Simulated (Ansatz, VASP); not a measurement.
## One calculation of HfN, two programs

The input INCAR:

```
PREC = Accurate
ENCUT = 520
EDIFF = 1E-6
ISMEAR = -1
SIGMA = 0.15
LREAL = F
LASPH = T
NELM = 100
ALGO = Normal
ISIF = 2
LWAVE = F
LCHARG = T
GGA = PS
LELF = T
LVHAR = T
NBANDS = 23
```

KPOINTS

```
regular mesh
0
Gamma
  9 9 5
```

Contents of POSCAR:

```
HfN
1.0
    3.1339080000      0.0000000000      0.0000000000
   -1.5669540000      2.7140440000      0.0000000000
    0.0000000000      0.0000000000      5.4167680000
Hf N
2 2
Direct
    0.6666666667      0.3333333333      0.7500000000
    0.3333333333      0.6666666667      0.2500000000
    0.0000000000      0.0000000000      0.0036922386
    0.0000000000      0.0000000000      0.5000000000
```

Input for Ansatz:

```yaml
crystal:
  lattice:
    - [3.133908, 0.0, 0.0]
    - [-1.566954, 2.714044, 0.0]
    - [0.0, 0.0, 5.416768]
  atoms:
    - { symbol: Hf, position: [0.6666666666666666, 0.3333333333333333, 0.75] }
    - { symbol: Hf, position: [0.3333333333333333, 0.6666666666666666, 0.25] }
    - { symbol: "N", position: [0.0, 0.0, 0.003692238619043681] }
    - { symbol: "N", position: [0.0, 0.0, 0.5] }
kpoints:
  mp_grid:
    grid: [9, 9, 5]
hamiltonian:
  xc: pbesol
scf:
  occupations:
    method: fermi_dirac
    width: 0.15
output:
  forces: true
```

Alike in both runs: task single point; functional PBEsol; k mesh 9 × 9 × 5; occupations fermi-dirac, width 0.15 eV; no spin polarisation.

|  | VASP | Ansatz |
| --- | --- | --- |
| version | VASP 6.6.1 | Ansatz 0.2.0 |
| potentials or method | VASP PAW PBE potentials, release 64 (Hf_pv, N) | plane waves, PAW |
| plane-wave cutoff (eV) | 520 | 420 |
| valence electrons in the cell | 30 | 62 |

|  | VASP | Ansatz | Ansatz less VASP |
| --- | --- | --- | --- |
| rms of the force components (eV/Å) | 0.106 | 0.106 | 0.0000 |

VASP's potentials were made for PBE, not for PBEsol. Atom by atom the forces differ by 0.000 eV/Å (rms over components). VASP's potentials hold 30 valence electrons a cell and Ansatz's 62, so a difference there can come from the potentials and not from the codes.

Spin-orbit coupling is off throughout.
